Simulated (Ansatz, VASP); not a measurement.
# Ti: VASP beside Ansatz

INCAR

```
PREC     = Accurate       # precision mode
ENCUT    = 520            # plane-wave cutoff, eV
EDIFF    = 1E-6           # SCF threshold, eV
ISMEAR   = -1             # smearing method
SIGMA    = 0.05           # smearing width, eV
LREAL    = F              # projectors in reciprocal space
LASPH    = T              # aspherical terms in the spheres
NELM     = 100            # most SCF steps
ALGO     = Normal         # electronic algorithm
ISIF     = 2              # what is computed and relaxed
LWAVE    = F              # write WAVECAR
LCHARG   = F              # write CHGCAR
GGA      = PE             # functional
NBANDS   = 12             # bands
```

Contents of KPOINTS:

```
Automatic mesh
0
Gamma
  15 15 15
```

File POSCAR:

```
Ti
1.0
    0.0000000000      2.0501003171      2.0501003171
    2.0501003171      0.0000000000      2.0501003171
    2.0501003171      2.0501003171      0.0000000000
Ti
1
Direct
    0.0000000000      0.0000000000      0.0000000000
```

Input for Ansatz:

```yaml
crystal:
  lattice:
    - [0.0, 2.0501003171, 2.0501003171]
    - [2.0501003171, 0.0, 2.0501003171]
    - [2.0501003171, 2.0501003171, 0.0]
  atoms:
    - { symbol: Ti, position: [0.0, 0.0, 0.0] }
kpoints:
  mp_grid: { grid: [15, 15, 15] }
scf:
  occupations: { method: fermi_dirac, width: 0.05 }
hamiltonian:
  xc: pbe
  pseudopotentials: { kind: all_electron, lapw: { basis_error: 0.00025 } }
output:
  forces: true
  stress: true
  eigenvalues: true
```

Change from the starting cell: volume scaled by 1.03.

Alike in both runs: task single point; functional PBE; k mesh 15 × 15 × 15; occupations fermi-dirac, width 0.05 eV; no spin polarisation.

```csv
,VASP,Ansatz
version,VASP 6.6.1,Ansatz 0.2.0
potentials or method,"VASP PAW PBE potentials, release 64 (Ti_sv), cutoff 520 eV","all-electron LAPW, scalar-relativistic"
```

```tsv
	VASP	Ansatz	Ansatz less VASP
pressure (GPa)	0.7	1.0	+0.27
```

Ansatz ran all-electron here, and VASP with PAW potentials.
